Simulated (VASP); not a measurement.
Here is a VASP 6.6.1 calculation.

The input INCAR:

```
ALGO = Normal
EDIFF = 1E-6
ENCUT = 520
GGA = PE
ISIF = 2
ISMEAR = -1
LASPH = True
LCHARG = False
LREAL = False
LWAVE = False
NBANDS = 11
NELM = 100
PREC = Accurate
SIGMA = 0.05
```

The input KPOINTS:

```
k-points
0
Gamma
  16 16 16
```

File POSCAR:

```
Pt
1.0
    2.6243521135      0.0000000000      0.0000000000
    0.0000000000      2.6243521135      0.0000000000
    0.0000000000      0.0000000000      2.6243521135
Pt
1
Direct
    0.0000000000      0.0000000000      0.0000000000
```

Potentials or basis: VASP PAW PBE potentials, release 64 (Pt).

Launch:

```sh
$ cat potpaw_PBE.64/Pt/POTCAR > POTCAR
$ mpirun -np 1 vasp_std > vasp.out
```

Task: Predict the band gap on the k mesh.

Result: Zero (band 5 reaches 10.21 eV, above the bottom of band 6 at 7.13 eV).

Task: Predict the pressure.

Result: -0.5 GPa.

Caveat: spin-orbit coupling is left out, which moves the levels of the heavy elements.
